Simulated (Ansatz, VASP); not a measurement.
NaH in VASP and in Ansatz

File INCAR:

```
  PREC = Accurate
  ENCUT = 520
  EDIFF = 1E-8
  ISMEAR = -1
  SIGMA = 0.03
  LREAL = F
  LASPH = T
  NELM = 100
  ALGO = Normal
  ISIF = 2
  LWAVE = F
  LCHARG = F
  GGA = PS
  LEFG = T
  NBANDS = 11
```

Contents of KPOINTS:

```
regular mesh
0
Gamma
  9 9 9
```

The input POSCAR:

```
NaH
1.0
    0.0000000000      2.4236236676      2.4236236676
    2.4236236676      0.0000000000      2.4236236676
    2.4236236676      2.4236236676      0.0000000000
Na H
1 1
Direct
    0.0000000000      0.0000000000      0.0000000000
    0.5000000000      0.5000000000      0.5000000000
```

Input for Ansatz:

```yaml
crystal:
  lattice:
    - [0.0, 2.4236236676, 2.4236236676]
    - [2.4236236676, 0.0, 2.4236236676]
    - [2.4236236676, 2.4236236676, 0.0]
  atoms:
    - { symbol: Na, position: [0.0, 0.0, 0.0] }
    - { symbol: H, position: [0.5, 0.5, 0.5] }
kpoints:
  mp_grid: { grid: [9, 9, 9] }
scf:
  occupations: { method: fermi_dirac, width: 0.03 }
hamiltonian:
  xc: pbesol
  pseudopotentials: { kind: all_electron, datasets: crystal }
output:
  forces: true
  stress: true
  eigenvalues: true
  efg: { contact_densities: true }
```

Change from the starting cell: volume scaled by 0.98, crystal datasets.

Alike in both runs: task electric field gradients; functional PBEsol; k mesh 9 × 9 × 9; occupations fermi-dirac, width 0.03 eV; no spin polarisation.

|  | VASP | Ansatz |
| --- | --- | --- |
| version | VASP 6.6.1 | Ansatz 0.2.0 |
| potentials or method | VASP PAW PBE potentials, release 64 (Na_pv, H), cutoff 520 eV | all-electron PAW with datasets made for the crystal, scalar-relativistic |

|  | VASP | Ansatz | Ansatz less VASP |
| --- | --- | --- | --- |
| gap on the k mesh at the Fermi level (eV) | 3.86 | 3.86 | +0.002 |
| pressure (GPa) | -0.8 | -0.8 | 0.00 |

VASP's potentials were made for PBE, not for PBEsol. Ansatz ran all-electron here, and VASP with PAW potentials.
